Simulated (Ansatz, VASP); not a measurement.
LiCl in VASP and in Ansatz

File POSCAR:

```
LiCl
1.0
    0.0000000000      2.5647600000      2.5647600000
    2.6160552000      0.0000000000      2.5647600000
    2.6160552000      2.5647600000      0.0000000000
Li Cl
1 1
Direct
    0.0000000000      0.0000000000      0.0000000000
    0.5000000000      0.5000000000      0.5000000000
```

Contents of INCAR.step1:

```
SYSTEM = LiCl
ALGO = Normal
EDIFF = 1E-4
ENCUT = 520
GGA = PE
ISMEAR = 0
LASPH = .TRUE.
LCHARG = .FALSE.
LREAL = .FALSE.
LWAVE = .TRUE.
NBANDS = 12
NELM = 60
PREC = Accurate
SIGMA = 0.05
```

INCAR.step2

```
SYSTEM = LiCl
ALGO = Normal
EDIFF = 1E-6
ENCUT = 520
ISIF = 2
ISMEAR = 0
ISTART = 1
LASPH = .TRUE.
LCHARG = .TRUE.
LELF = .TRUE.
LMIXTAU = .TRUE.
LREAL = .FALSE.
LVHAR = .TRUE.
LWAVE = .FALSE.
METAGGA = R2SCAN
NBANDS = 12
NELM = 60
PREC = Accurate
SIGMA = 0.05
```

The input KPOINTS:

```
k-points
0
G
  8 8 8
  0 0 0
```

Input for Ansatz:

```yaml
crystal:
  lattice:
    - [0.0, 2.56476, 2.56476]
    - [2.6160552, 0.0, 2.56476]
    - [2.6160552, 2.56476, 0.0]
  atoms:
    - { symbol: Li, position: [0.0, 0.0, 0.0] }
    - { symbol: Cl, position: [0.5, 0.5, 0.5] }
basis:
  ecutwfc: 500
kpoints:
  mp_grid: { grid: [8, 8, 8] }
hamiltonian:
  xc: r2scan
scf:
  occupations: { method: gaussian, width: 0.05 }
output:
  forces: true
  stress: true
  eigenvalues: true
```

Change from the starting cell: strain +0.0200 x Voigt [1, 0, 0, 0, 0, 0], atoms carried along.

Alike in both runs: task single point; functional r2SCAN; k mesh 8 × 8 × 8; occupations gaussian, width 0.05 eV; no spin polarisation.

|  | VASP | Ansatz |
| --- | --- | --- |
| version | VASP 6.6.1 | Ansatz 0.2.0 |
| potentials or method | VASP PAW PBE potentials, release 64 (Li_sv, Cl), cutoff 520 eV | scalar-relativistic, plane waves, PAW |
| valence electrons in the cell | 10 | 10 |

```tsv
	VASP	Ansatz	Ansatz less VASP
gap on the k mesh at the Fermi level (eV)	7.14	7.07	-0.064
least direct gap on the mesh (eV)	7.14	7.07	-0.064
```

VASP's potentials were made for PBE, not for r2SCAN.

Noted on VASP's run: the cutoff is short for stress, so the pressure is rough.
